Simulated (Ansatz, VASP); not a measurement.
## One calculation of BeBr3, two programs

```xyz
4
Lattice="4.5886 0.0000 0.0000 0.0000 4.5886 0.0000 0.0000 0.0000 4.5886" Properties=species:S:1:pos:R:3 pbc="T T T"
Be    0.0000    0.0000    0.0000
Br    0.0000    2.2943    2.2943
Br    2.2943    0.0000    2.2943
Br    2.2943    2.2943    0.0000
```

Alike in both runs: functional PBE; k mesh 10 × 10 × 10; occupations gaussian, width 0.1 eV; no spin polarisation.

Ansatz relaxed the structure, and its values are those at the end. VASP's run is a single point on that final structure, the one shown.

```csv
,VASP,Ansatz
version,VASP 6.6.1,Ansatz 0.2.0
potentials or method,"VASP PAW PBE potentials, release 64 (Be, Br), cutoff 520 eV","scalar-relativistic, plane waves, PAW"
valence electrons in the cell,23,23
```

```csv
,VASP,Ansatz,Ansatz less VASP
gap on the k mesh at the Fermi level (eV),none,none,-
pressure (GPa),0.0,0.0,0.00
```

A gap of «none» marks a metal or a gap that the smearing closes.
